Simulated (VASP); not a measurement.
A run of VASP 6.6.1:

Contents of INCAR:

```
ALGO = Normal ; EDIFF = 1E-6
ENCUT = 520 ; GGA = PE
ISIF = 2 ; ISMEAR = 0
LASPH = True ; LCHARG = False
LREAL = False ; LWAVE = False
NBANDS = 31 ; NELM = 80
PREC = Accurate ; SIGMA = 0.1
```

Contents of KPOINTS:

```
k-points
0
Gamma
  8 8 8
```

File POSCAR:

```
MgCd2SeS2
1.0
    5.2733521741      0.0000000000      0.0000000000
    0.0000000000      5.2733521741      0.0000000000
    0.0000000000      0.0000000000      5.4523213445
Mg Cd Se S
1 2 1 2
Direct
    0.0000000000      0.0000000000      0.0000000000
    0.0000000000      0.5000000000      0.5000000000
    0.5000000000      0.0000000000      0.5000000000
    0.0000000000      0.0000000000      0.5000000000
    0.5000000000      0.5000000000      0.7586577804
    0.5000000000      0.5000000000      0.2413422196
```

Potentials or basis: VASP PAW PBE potentials, release 64 (Mg, Cd, Se, S).

The run is started by

```console
$ cat potpaw_PBE.64/Mg/POTCAR potpaw_PBE.64/Cd/POTCAR potpaw_PBE.64/Se/POTCAR potpaw_PBE.64/S/POTCAR > POTCAR
$ mpirun -np 1 vasp_std > vasp.out
```

Hardware: 1 thread of Intel Xeon 8259CL, on a shared host.

**Question.** Estimate the wall time of this run.

**Answer.** It took 8.1 min on 1 thread of Intel Xeon 8259CL, on a shared host, peak memory 0.49 GiB. Counts: scf iterations 14, k points 75.
